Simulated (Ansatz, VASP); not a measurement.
# CdI2: VASP beside Ansatz

File INCAR:

```
  PREC = Accurate
  ENCUT = 400
  EDIFF = 1E-8
  ISMEAR = -1
  SIGMA = 0.03
  LREAL = False
  LASPH = True
  NELM = 120
  ALGO = Normal
  ISIF = 2
  LWAVE = False
  LCHARG = False
  GGA = PS
  LEFG = True
  NBANDS = 20
  GGA_COMPAT = False
```

Contents of KPOINTS:

```
regular mesh
0
Gamma
  8 8 5
```

File POSCAR:

```
CdI2
1.0
    4.2015592226      0.0000000000      0.0000000000
   -2.1007796112      3.6386570222      0.0000000000
    0.0000000000      0.0000000000      6.8590000000
Cd I
1 2
Direct
    0.0000000000      0.0000000000      0.0000000000
    0.3333333333      0.6666666667      0.2492000000
    0.6666666667      0.3333333333      0.7508000000
```

Input for Ansatz:

```yaml
crystal:
  lattice:
    - [4.2015592226, 0.0, 0.0]
    - [-2.1007796112, 3.6386570222, 0.0]
    - [0.0, 0.0, 6.859]
  atoms:
    - { symbol: Cd, position: [0.0, 0.0, 0.0] }
    - { symbol: I, position: [0.3333333333, 0.6666666667, 0.2492] }
    - { symbol: I, position: [0.6666666667, 0.3333333333, 0.7508] }
kpoints:
  mp_grid: { grid: [8, 8, 5] }
scf:
  occupations: { method: fermi_dirac, width: 0.03 }
hamiltonian:
  xc: pbesol
  pseudopotentials: { kind: all_electron, datasets: crystal }
output:
  forces: true
  stress: true
  eigenvalues: true
  efg: { contact_densities: true }
```

Change from the starting cell: equal xx and yy strain of -1 %, crystal datasets.

Alike in both runs: task electric field gradients; functional PBEsol; k mesh 8 × 8 × 5; occupations fermi-dirac, width 0.03 eV; no spin polarisation.

|  | VASP | Ansatz |
| --- | --- | --- |
| version | VASP 6.6.1 | Ansatz 0.2.0 |
| potentials or method | VASP PAW PBE potentials, release 64 (Cd, I), cutoff 400 eV | all-electron PAW with datasets made for the crystal, scalar-relativistic |

|  | VASP | Ansatz | Ansatz less VASP |
| --- | --- | --- | --- |
| gap on the k mesh at the Fermi level (eV) | 2.27 | 2.28 | +0.011 |
| pressure (GPa) | 0.3 | 0.3 | +0.05 |
| traceless stress, the component that is largest in VASP (GPa) | -0.07 | -0.06 | +0.011 |
| rms of the force components (eV/Å) | 0.011 | 0.002 | -0.0093 |
| size of Vzz on the site where it differs most (V/Å²) | 45.9 | 47.1 | +1.19 |

VASP's potentials were made for PBE, not for PBEsol. Atom by atom the forces differ by 0.013 eV/Å (rms over components). Ansatz ran all-electron here, and VASP with PAW potentials.

Neither program's run includes spin-orbit coupling.
